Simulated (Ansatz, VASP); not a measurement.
# CoW3 in VASP and in Ansatz

```
Co W
1.0
     3.96698    0.00000    0.00000
     0.00000    3.96698    0.00000
     0.00000    0.00000    3.64963
Co W
1 3
Direct
  0.00000 0.00000 0.00000
  0.00000 0.50000 0.50000
  0.50000 0.00000 0.50000
  0.50000 0.50000 0.00000
```

Alike in both runs: task single point; functional PBEsol; k mesh 14 × 14 × 14; occupations gaussian, width 0.15 eV; no spin polarisation.

|  | VASP | Ansatz |
| --- | --- | --- |
| version | VASP 6.6.1 | Ansatz 0.2.0 |
| potentials or method | VASP PAW PBE potentials, release 64 (Co, W_sv), cutoff 520 eV | scalar-relativistic, plane waves, PAW |
| valence electrons in the cell | 51 | 59 |

|  | VASP | Ansatz | Ansatz less VASP |
| --- | --- | --- | --- |
| gap on the k mesh at the Fermi level (eV) | none | none | - |
| pressure (GPa) | 0.9 | 0.3 | -0.58 |
| traceless stress, the component that is largest in VASP (GPa) | 0.02 | 0.17 | +0.152 |

VASP's potentials were made for PBE, not for PBEsol. A gap of «none» marks a metal or a gap that the smearing closes. The functional is the same, so the differences come from potentials, cutoffs and numerics. VASP's potentials hold 51 valence electrons a cell and Ansatz's 59, so a difference there can come from the potentials and not from the codes.

Spin-orbit coupling is off throughout.
